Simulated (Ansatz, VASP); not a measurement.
# Two plane-wave programs on MnO

```
Mn O
1.0
     0.00000    2.22200    2.22200
     4.44400    0.00000    4.44400
     2.22200    2.22200    0.00000
Mn O
2 2
Direct
  0.00000 0.00000 0.00000
  0.00000 0.50000 0.00000
  0.50000 0.25000 0.50000
  0.50000 0.75000 0.50000
```

Alike in both runs: task single point; functional PBE; k mesh 7 × 4 × 7; occupations fermi-dirac, width 0.05 eV; collinear spin; Hubbard terms Mn d U = 3.9 eV.

|  | VASP | Ansatz |
| --- | --- | --- |
| version | VASP 6.6.1 | Ansatz 0.2.0 |
| potentials or method | VASP PAW PBE potentials, release 64 (Mn_sv, O), cutoff 700 eV | PAW, plane waves, scalar-relativistic |
| valence electrons in the cell | 42 | 42 |

|  | VASP | Ansatz | Ansatz less VASP |
| --- | --- | --- | --- |
| pressure (GPa) | 3.8 | 6.9 | +3.13 |
| traceless stress, the component that is largest in VASP (GPa) | -1.16 | -1.09 | +0.067 |
| net moment per atom (μB) | 0.00 | 0.00 | 0.000 |
| size of the moment on the site where the two differ most (μB) | 4.45 | 4.23 | -0.217 |

Site moments also hang on the region over which each program counts them. The programs project onto different local orbitals, so the same U acts differently, and such runs can settle in different states.
